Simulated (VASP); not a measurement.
# GaSb (I-4m2) in VASP: settings compared

The runs below take GaSb through single point, with PBE, r2SCAN.

Everything below comes from runs of VASP 6.6.1. Logs are shortened: lines on timing, memory, paths and dates and some standing lists are left out, and cuts for length are marked.

## Step 1: The cell of the first run

It takes space group I-4m2 (No. 119, tetragonal). Conventional cell: a = 4.336 Å, b = 4.336 Å, c = 6.316 Å, α = 90.00°, β = 90.00°, γ = 90.00°. Within 3.5 Å of Ga (site symmetry -4m2) lie 4 Sb at 2.68 Å. Sb (site symmetry -4m2) has 4 Ga at 2.68 Å within 3.5 Å.

## Step 2: Single point, PBE (uniaxial z strain +3.0%)

Contents of INCAR:

```
ALGO = Normal
EDIFF = 1E-7
ENCUT = 520
GGA = PE
ISIF = 2
ISMEAR = -1
LASPH = T
LCHARG = F
LREAL = F
LWAVE = F
NBANDS = 16
NELM = 60
PREC = Accurate
SIGMA = 0.02
```

Contents of KPOINTS:

```
k-points
0
Gamma
  8 8 8
```

Contents of POSCAR:

```
GaSb
1.0
    0.0000000000      3.0658787979      3.1578551619
    3.0658787979      0.0000000000      3.1578551619
    3.0658787979      3.0658787979      0.0000000000
Ga Sb
1 1
Direct
    0.0000000000      0.0000000000      0.0000000000
    0.2500000000      0.2500000000      0.2500000000
```

Potentials or basis: VASP PAW PBE potentials, release 64 (Ga_d, Sb).

Run with:

```console
cat potpaw_PBE.64/Ga_d/POTCAR potpaw_PBE.64/Sb/POTCAR > POTCAR
mpirun -np 1 vasp_std > vasp.out
```

OUTCAR:

```text
EDIFF = 1E-7
   ENCUT = 520
   GGA = PE
   ISIF = 2
   ISMEAR = -1
   LASPH = T
   LREAL = F
   NELM = 60
   PREC = Accurate

 ion  position               nearest neighbor table
   1  0.000  0.000  0.000-   2 2.68   2 2.68   2 2.68   2 2.68
   2  0.250  0.250  0.250-   1 2.68   1 2.68   1 2.68   1 2.68

  LATTYP: Found a body centered tetragonal cell.
 ALAT       =     4.3358073766
 C/A-ratio  =     1.4566399693

  Lattice vectors:

 A1 = (  -3.0658787979,   0.0000000000,   3.1578551619)
 A2 = (   3.0658787979,   0.0000000000,   3.1578551619)
 A3 = (   0.0000000000,   3.0658787979,  -3.1578551619)

Analysis of symmetry for initial positions (statically):
=====================================================================
 Subroutine PRICEL returns:
 Original cell was already a primitive cell.

 Routine SETGRP: Setting up the symmetry group for a
 body centered tetragonal supercell.

 Subroutine GETGRP returns: Found  8 space group operations
 (whereof  8 operations were pure point group operations)
 out of a pool of 16 trial point group operations.

The static configuration has the point symmetry D_2d.

Analysis of symmetry for dynamics (positions and initial velocities):
=====================================================================
 Subroutine PRICEL returns:
 Original cell was already a primitive cell.

 Routine SETGRP: Setting up the symmetry group for a
 body centered tetragonal supercell.

 Subroutine GETGRP returns: Found  8 space group operations
 (whereof  8 operations were pure point group operations)
 out of a pool of 16 trial point group operations.

The dynamic configuration has the point symmetry D_2d.

 Subroutine INISYM returns: Found  8 space group operations
 (whereof  8 operations are pure point group operations),
 and found     1 'primitive' translations

----------------------------------------------------------------------------------------

                                     Primitive cell

  volume of cell :      59.3652

  direct lattice vectors                    reciprocal lattice vectors
     0.000000000  3.065878798  3.157855162    -0.163085377  0.163085377  0.158335318
     3.065878798  0.000000000  3.157855162     0.163085377 -0.163085377  0.158335318
     3.065878798  3.065878798  0.000000000     0.163085377  0.163085377 -0.158335318

  length of vectors
     4.401325031  4.401325031  4.335807377     0.279756596  0.279756596  0.279756596

  position of ions in fractional coordinates (direct lattice)
[... 73 lines left out ...]
   ISPIN  =      1    spin polarized calculation?
   LNONCOLLINEAR =      F non collinear calculations
   LSORBIT =      F    spin-orbit coupling
   LASPH  =      T    aspherical Exc in radial PAW
   ENCUT  =  520.0 eV  38.22 Ry    6.18 a.u.   8.18  8.18  8.06*2*pi/ulx,y,z
   NELM   =     60;   NELMIN=  2; NELMDL= -5     # of ELM steps
   EDIFF  = 0.1E-06   stopping-criterion for ELM
   LREAL  =      F    real-space projection
   EDIFFG = 0.1E-05   stopping-criterion for IOM
   NSW    =      0    number of steps for IOM
   IBRION =     -1    ionic relax: 0-MD 1-quasi-New 2-CG
   NFREE  =      0    steps in history (QN), initial steepest desc. (CG)
   ISIF   =      2    stress and relaxation
   ISYM   =      2    0-nonsym 1-usesym 2-fastsym
   POTIM  = 0.5000    time-step for ionic-motion
   TEBEG  =    0.0;   TEEND  =   0.0 temperature during run
   PSTRESS=    0.0 pullay stress
   NELECT =      18.0000    total number of electrons
   NUPDOWN=      -1.0000    fix difference up-down
   EMIN   =  10.00;   EMAX   =-10.00  energy-range for DOS
   EFERMI =   0.00;   METHOD = LEGACY
   ISMEAR =    -1;   SIGMA  =   0.02  broadening in eV -4-tet -1-fermi 0-gaus
   EFERMI_NEDOS =   21; number of points for ismear=-14 and -15
   IALGO  =     38    algorithm
   IMIX   =      4    mixing-type and parameters
     AMIX     =   0.40;   BMIX     =  1.00
     AMIX_MAG =   1.60;   BMIX_MAG =  1.00
  volume/ion in A,a.u.               =      29.68       200.31
  Fermi-wavevector in a.u.,A,eV,Ry     =   1.099820  2.078358 16.457662  1.209604
  Thomas-Fermi vector in A             =   2.236221
   LORBIT       =      0    0 simple, 1 ext, 2 COOP (PROOUT), +10 PAW based schemes
   GGA     = PE    functional components
   LHFCALC =     F    Hartree Fock is set to
   AEXX    =    0.0000 exact exchange contribution
   IVDW    =     0    specifies the selected vdW correction
   LEPSILON=     F    determine dielectric tensor
   LRPA    =     F    only Hartree local field effects (RPA)
 non-spin polarized calculation
  energy-cutoff  :      520.00
  volume of cell :       59.37
 maximum number of plane-waves:      1620
 NGX is ok and might be reduce to    36
   NGX = 17   NGY = 17   NGZ = 17

 number of electron      17.9999997 magnetization

 Free energy of the ion-electron system (eV)
  ---------------------------------------------------
  ext. energy  EPLUGINS =         0.00000000
  ---------------------------------------------------
  free energy    TOTEN  =        -7.36070619 eV

  energy without entropy =       -7.36059764  energy(sigma->0) =       -7.36065191

 E-fermi :   4.5648     XC(G=0):  -8.9313

 val. band max:        4.5648266769   @ k =   0.0000   0.0000   0.0000
 cond. band min:       4.8266948474   @ k =   0.5000   0.0000   0.0000
 fundamental gap:      0.2618681706
 Fermi energy:         4.5648367148

 k-point     1 :       0.0000    0.0000    0.0000
  band No.  band energies     occupation
      1     -10.4628      2.00000
      2     -10.4586      2.00000
      3     -10.4586      2.00000
      4     -10.4178      2.00000
      5     -10.4139      2.00000
      6      -6.7207      2.00000
[... 433 lines left out ...]
      3     -10.4497      2.00000
      4     -10.4200      2.00000
      5     -10.4129      2.00000
      6      -5.6042      2.00000
[... 8 lines left out ...]
     15      12.8813      0.00000
     16      13.6829      0.00000

 [... further k-points ...]
[... 5 lines left out ...]
  --------------------------------------------------------------------------------------
  -------------------------------------------------------------------------------------
  Total        0.3653395      0.3653395     -0.1140234      0.0000000      0.0000000      0.0000000
  in kB        9.8599581      9.8599581     -3.0773193      0.0000000      0.0000000      0.0000000
  external PRESSURE =       5.5475323 kB  Pullay stress =       0.0000000 kB

 VOLUME and BASIS-vectors are now :
 -----------------------------------------------------------------------------
  energy-cutoff  :      520.00
  volume of cell :       59.37
      direct lattice vectors                 reciprocal lattice vectors
     0.000000000  3.065878798  3.157855162    -0.163085377  0.163085377  0.158335318
     3.065878798  0.000000000  3.157855162     0.163085377 -0.163085377  0.158335318
     3.065878798  3.065878798  0.000000000     0.163085377  0.163085377 -0.158335318

 POSITION                                       TOTAL-FORCE (eV/Angst)
 -----------------------------------------------------------------------------------
      0.00000      0.00000      0.00000         0.000000      0.000000      0.000000
      1.53294      1.53294      1.57893        -0.000000     -0.000000     -0.000000
 -----------------------------------------------------------------------------------
    total drift:                                0.000004      0.000004     -0.000004

  FREE ENERGIE OF THE ION-ELECTRON SYSTEM (eV)
  ---------------------------------------------------
  free  energy   TOTEN  =        -7.3607061852 eV

  energy  without entropy=       -7.3605976385  energy(sigma->0) =       -7.36065191
```

OSZICAR:

```text
N       E                     dE             d eps       ncg     rms          rms(c)
DAV:   1     0.833266762439E+02    0.83327E+02   -0.84551E+03  1896   0.136E+03
DAV:   2    -0.715553090615E+00   -0.84042E+02   -0.81117E+02  2280   0.304E+02
DAV:   3    -0.728962543966E+01   -0.65741E+01   -0.65613E+01  2288   0.660E+01
DAV:   4    -0.740767142219E+01   -0.11805E+00   -0.11803E+00  2416   0.999E+00
DAV:   5    -0.741039800287E+01   -0.27266E-02   -0.27265E-02  2408   0.135E+00    0.304E+00
DAV:   6    -0.737046186161E+01    0.39936E-01   -0.61893E-02  2688   0.379E+00    0.181E+00
DAV:   7    -0.735919232338E+01    0.11270E-01   -0.35546E-02  2168   0.151E+00    0.343E-01
DAV:   8    -0.736016245016E+01   -0.97013E-03   -0.42906E-03  2552   0.737E-01    0.757E-02
DAV:   9    -0.736064138898E+01   -0.47894E-03   -0.64078E-04  2168   0.199E-01    0.306E-02
DAV:  10    -0.736068970519E+01   -0.48316E-04   -0.50502E-05  2496   0.416E-02    0.866E-03
DAV:  11    -0.736070534100E+01   -0.15636E-04   -0.22650E-05  2136   0.331E-02    0.592E-03
DAV:  12    -0.736070636153E+01   -0.10205E-05   -0.17421E-06  2480   0.833E-03    0.130E-03
DAV:  13    -0.736070613886E+01    0.22267E-06   -0.65576E-08  1752   0.270E-03    0.151E-04
DAV:  14    -0.736070618524E+01   -0.46378E-07   -0.17681E-08  1792   0.123E-03
   1 F= -.73607062E+01 E0= -.73606519E+01  d E =-.108547E-03
```

Run time: 35 s. Hardware: 1 thread of Intel Xeon Platinum 8488C (Sapphire Rapids), shared host; peak memory 0.22 GiB.

Results:

```
Free energy            : -7.3607 eV
Pressure               : 0.6 GPa
Band gap on the k mesh : zero (filled and empty bands touch)
```

Stress tensor (GPa, compression positive):
```
 0.99  0.00  0.00
 0.00  0.99  0.00
 0.00  0.00 -0.31
```

Caveat: the cell differs from its parent crystal (uniaxial z strain +3.0%); spin-orbit coupling is left out, which moves the levels of the heavy elements.

## Step 3: Single point, PBE (uniaxial z strain +4.0%)

Contents of INCAR:

```
SYSTEM = GaSb
PREC = Accurate
ENCUT = 520
EDIFF = 1E-6
ISMEAR = -1
SIGMA = 0.02
LREAL = .FALSE.
LASPH = .TRUE.
NELM = 80
ALGO = Normal
ISIF = 2
LWAVE = .FALSE.
LCHARG = .TRUE.
GGA = PE
LELF = .TRUE.
LVHAR = .TRUE.
NBANDS = 16
```

Contents of KPOINTS:

```
regular mesh
0
G
  8 8 8
  0 0 0
```

Contents of POSCAR:

```
GaSb
1.0
    0.0000000000      3.0658787979      3.1885139498
    3.0658787979      0.0000000000      3.1885139498
    3.0658787979      3.0658787979      0.0000000000
Ga Sb
1 1
Direct
    0.0000000000      0.0000000000      0.0000000000
    0.2500000000      0.2500000000      0.2500000000
```

Potentials or basis: VASP PAW PBE potentials, release 64 (Ga_d, Sb).

Run with:

```console
cat potpaw_PBE.64/Ga_d/POTCAR potpaw_PBE.64/Sb/POTCAR > POTCAR
mpirun -np 1 vasp_std > vasp.out
```

Wall time 34 s (1 thread of Intel Xeon Platinum 8488C (Sapphire Rapids), shared host); peak memory 0.22 GiB.

The run converged. Its results:

| Quantity | Value |
| --- | --- |
| Free energy | -7.3583 eV |
| Pressure | 0.1 GPa |
| Band gap on the k mesh | zero (filled and empty bands touch) |

Stress tensor (GPa, compression positive):
```
 0.69  0.00  0.00
 0.00  0.69  0.00
 0.00  0.00 -1.06
```

Levels at points of the mesh, in eV from the Fermi level:
```
           k point  band 7  band 8  band 9  band 10  band 11  band 12
(0.00, 0.00, 0.00)   -0.37   -0.23    0.00     0.00     2.68     2.68
(0.50, 0.00, 0.00)   -6.22   -1.30   -1.01     0.22     3.59     3.77
(0.50, 0.50, 0.00)   -6.79   -2.34   -2.34     1.07     1.42     8.27
(0.50, 0.00, 0.50)   -6.63   -2.58   -2.55     0.78     1.19     8.23
```

Caveat: the cell differs from its parent crystal (uniaxial z strain +4.0%); spin-orbit coupling is left out, which moves the levels of the heavy elements.

## Step 4: Single point, r2SCAN (uniaxial z strain -2.0%)

Contents of POSCAR:

```
GaSb
1.0
    0.0000000000      3.0658787979      3.0045612220
    3.0658787979      0.0000000000      3.0045612220
    3.0658787979      3.0658787979      0.0000000000
Ga Sb
1 1
Direct
    0.0000000000      0.0000000000      0.0000000000
    0.2500000000      0.2500000000      0.2500000000
```

Contents of INCAR.step1:

```
  PREC = Accurate
  ENCUT = 520
  ISMEAR = -1
  SIGMA = 0.02
  LREAL = False
  LASPH = True
  NELM = 100
  NBANDS = 16
  GGA = PE
  ALGO = Normal
  EDIFF = 1E-4
  LWAVE = True
  LCHARG = False
```

Contents of INCAR.step2:

```
  PREC = Accurate
  ENCUT = 520
  EDIFF = 1E-7
  ISMEAR = -1
  SIGMA = 0.02
  LREAL = False
  LASPH = True
  NELM = 100
  ALGO = Normal
  ISIF = 2
  LWAVE = False
  LCHARG = False
  METAGGA = R2SCAN
  LMIXTAU = True
  NBANDS = 16
  ISTART = 1
```

Contents of KPOINTS:

```
Automatic mesh
0
Gamma
  8 8 8
```

Run with:

```console
cat potpaw_PBE.64/Ga_d/POTCAR potpaw_PBE.64/Sb/POTCAR > POTCAR
cp INCAR.step1 INCAR
mpirun -np 1 vasp_std > vasp.out
cp INCAR.step2 INCAR
mpirun -np 1 vasp_std > vasp.out
```

Run time: 84 s. Hardware: 1 thread of Intel Xeon Platinum 8488C (Sapphire Rapids), shared host; peak memory 0.22 GiB.

The run converged. Its results:

```
Free energy            : -37.5937 eV
Pressure               : 1.2 GPa
Band gap on the k mesh : 0.47 eV, direct
```

Stress tensor (GPa, compression positive):
```
0.92 0.00 0.00
0.00 0.92 0.00
0.00 0.00 1.88
```

Levels at points of the mesh, in eV from the valence-band top:
```tsv
k point	band 5	band 6	band 7	band 8	band 9	band 10	band 11	band 12	band 13	band 14
(0.00, 0.00, 0.00)	-15.55	-12.11	-0.12	-0.12	0.00	0.47	2.85	2.92	2.92	6.29
(0.50, 0.00, 0.00)	-15.55	-10.35	-6.73	-1.40	-1.24	0.63	3.87	4.00	6.84	9.94
(0.50, 0.50, 0.00)	-15.54	-9.39	-7.13	-2.91	-2.91	0.91	1.28	9.28	9.28	10.87
(0.50, 0.00, 0.50)	-15.54	-9.47	-7.23	-2.79	-2.77	1.08	1.42	9.24	9.25	10.78
```

Caveat: the cell differs from its parent crystal (uniaxial z strain -2.0%); the PAW data sets were made with another functional, which shifts forces and pressure a little; spin-orbit coupling is left out, which moves the levels of the heavy elements.

## Step 5: Single point, r2SCAN (uniaxial z strain -1.0%)

Contents of POSCAR:

```
GaSb
1.0
    0.0000000000      3.0658787979      3.0352200099
    3.0658787979      0.0000000000      3.0352200099
    3.0658787979      3.0658787979      0.0000000000
Ga Sb
1 1
Direct
    0.0000000000      0.0000000000      0.0000000000
    0.2500000000      0.2500000000      0.2500000000
```

Contents of INCAR.step1:

```
SYSTEM = GaSb
PREC     = Accurate       ! precision mode
ENCUT    = 520            ! plane-wave cutoff, eV
ISMEAR   = -1             ! smearing method
SIGMA    = 0.02           ! smearing width, eV
LREAL    = .FALSE.        ! projectors in reciprocal space
LASPH    = .TRUE.         ! aspherical terms in the spheres
NELM     = 60             ! most SCF steps
NBANDS   = 16             ! bands
GGA      = PE             ! functional
ALGO     = Normal         ! electronic algorithm
EDIFF    = 1E-4           ! SCF threshold, eV
LWAVE    = .TRUE.         ! write WAVECAR
LCHARG   = .FALSE.        ! write CHGCAR
```

Contents of INCAR.step2:

```
SYSTEM = GaSb
PREC     = Accurate       ! precision mode
ENCUT    = 520            ! plane-wave cutoff, eV
EDIFF    = 1E-6           ! SCF threshold, eV
ISMEAR   = -1             ! smearing method
SIGMA    = 0.02           ! smearing width, eV
LREAL    = .FALSE.        ! projectors in reciprocal space
LASPH    = .TRUE.         ! aspherical terms in the spheres
NELM     = 60             ! most SCF steps
ALGO     = Normal         ! electronic algorithm
ISIF     = 2              ! what is computed and relaxed
LWAVE    = .FALSE.        ! write WAVECAR
LCHARG   = .TRUE.         ! write CHGCAR
METAGGA  = R2SCAN         ! meta-GGA
LMIXTAU  = .TRUE.       
LELF     = .TRUE.         ! ELF
LVHAR    = .TRUE.       
NBANDS   = 16             ! bands
ISTART   = 1
```

Contents of KPOINTS:

```
Automatic mesh
0
G
  8 8 8
  0 0 0
```

Run with:

```console
cat potpaw_PBE.64/Ga_d/POTCAR potpaw_PBE.64/Sb/POTCAR > POTCAR
cp INCAR.step1 INCAR
mpirun -np 1 vasp_std > vasp.out
cp INCAR.step2 INCAR
mpirun -np 1 vasp_std > vasp.out
```

It took 89 s on 1 thread of Intel Xeon Platinum 8488C (Sapphire Rapids), shared host; peak memory 0.22 GiB.

The run converged. Its results:

| Quantity | Value |
| --- | --- |
| Free energy | -37.5987 eV |
| Pressure | 0.6 GPa |
| Band gap on the k mesh | 0.43 eV, direct |

Stress tensor (GPa, compression positive):
```
0.48 0.00 0.00
0.00 0.48 0.00
0.00 0.00 0.96
```

Levels at points of the mesh, in eV from the valence-band top:
| k point | band 6 | band 7 | band 8 | band 9 | band 10 | band 11 | band 12 | band 13 |
| --- | --- | --- | --- | --- | --- | --- | --- | --- |
| (0.00, 0.00, 0.00) | -12.00 | -0.06 | -0.06 | 0.00 | 0.43 | 2.92 | 2.95 | 2.95 |
| (0.50, 0.00, 0.00) | -10.27 | -6.64 | -1.30 | -1.22 | 0.65 | 3.94 | 4.00 | 6.88 |
| (0.50, 0.50, 0.00) | -9.35 | -7.07 | -2.79 | -2.79 | 1.02 | 1.39 | 9.25 | 9.25 |
| (0.50, 0.00, 0.50) | -9.38 | -7.12 | -2.73 | -2.72 | 1.10 | 1.46 | 9.24 | 9.24 |

Caveat: the cell differs from its parent crystal (uniaxial z strain -1.0%); the PAW data sets were made with another functional, which shifts forces and pressure a little; spin-orbit coupling is left out, which moves the levels of the heavy elements. A k mesh can miss the band edges.

(Continued in part 2 of 2.)
